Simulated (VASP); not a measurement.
# AlCu: single point with PBEsol

Crystal: AlCu.

```xyz
2
Lattice="3.0075 0.0000 0.0000 0.0000 3.0075 0.0000 0.0000 0.0000 3.0075" Properties=species:S:1:pos:R:3 pbc="T T T"
Al    0.0000    0.0000    0.0000
Cu    1.5037    1.5037    1.5037
```

```json
{
 "Program": "VASP 6.6.1",
 "Task": "single point",
 "Functional": "PBEsol",
 "Potentials or basis": "VASP PAW PBE potentials, release 64 (Al, Cu)",
 "Cutoff": "600 eV",
 "k mesh": "8 × 8 × 8",
 "Occupations": "gaussian, width 0.1 eV",
 "Spin": "no spin polarisation"
}
```

The pressure is -5.0 GPa and the band gap on the k mesh is zero (band 7 reaches 12.64 eV, above the bottom of band 8 at 7.99 eV).

Levels at points of the mesh, in eV from the Fermi level:
```
           k point  band 3  band 4  band 5  band 6  band 7  band 8  band 9  band 10  band 11  band 12
(0.00, 0.00, 0.00)   -4.68   -3.69   -3.69   -3.69    3.96    3.96    3.96     6.46     6.46    10.01
(0.50, 0.00, 0.00)   -4.42   -4.12   -4.12   -3.64   -2.97    7.37    8.17     8.17     8.58     8.58
(0.50, 0.50, 0.00)   -4.01   -4.01   -3.51   -3.51   -3.32   -0.69   -0.01    10.18    12.93    12.93
(0.50, 0.50, 0.50)   -5.22   -3.30   -3.30    0.92    0.92    0.92    1.92     2.33     2.33     2.33
```

Run time: 8.9 s on 1 thread of Intel(R) Xeon(R) Platinum 8259CL CPU @ 2.50GHz (Skylake/Cascade Lake), on a shared host, peak memory 0.14 GiB.

Caveat: the PAW data sets were made with another functional, which shifts forces and pressure a little.
